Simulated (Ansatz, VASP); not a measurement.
## Two plane-wave programs on ZnS

```
Zn S
1.0
     0.00000    2.69368    2.69368
     2.69368    0.00000    2.69368
     2.69368    2.69368    0.00000
Zn S
1 1
Direct
  0.00000 0.00000 0.00000
  0.25000 0.25000 0.25000
```

Alike in both runs: task relaxation of cell and atoms; functional r2SCAN; k mesh 8 × 8 × 8; occupations gaussian, width 0.02 eV; no spin polarisation.

|  | VASP | Ansatz |
| --- | --- | --- |
| version | VASP 6.6.1 | Ansatz 0.2.0 |
| potentials or method | VASP PAW PBE potentials, release 64 (Zn, S), cutoff 600 eV | scalar-relativistic, plane waves, PAW |
| valence electrons in the cell | 18 | 18 |

```csv
,VASP,Ansatz,Ansatz less VASP
"gap on the k mesh at the Fermi level, each at its own relaxed structure (eV)",2.72,2.70,-0.014
relaxed volume (Å³/atom),19.55,19.56,+0.011
relaxed length of the cell vector where the two differ most in proportion (Å),3.809,3.810,+0.0007
```

VASP's potentials were made for PBE, not for r2SCAN.

Noted on VASP's run: the relaxation stopped at its first step, so nothing moved.
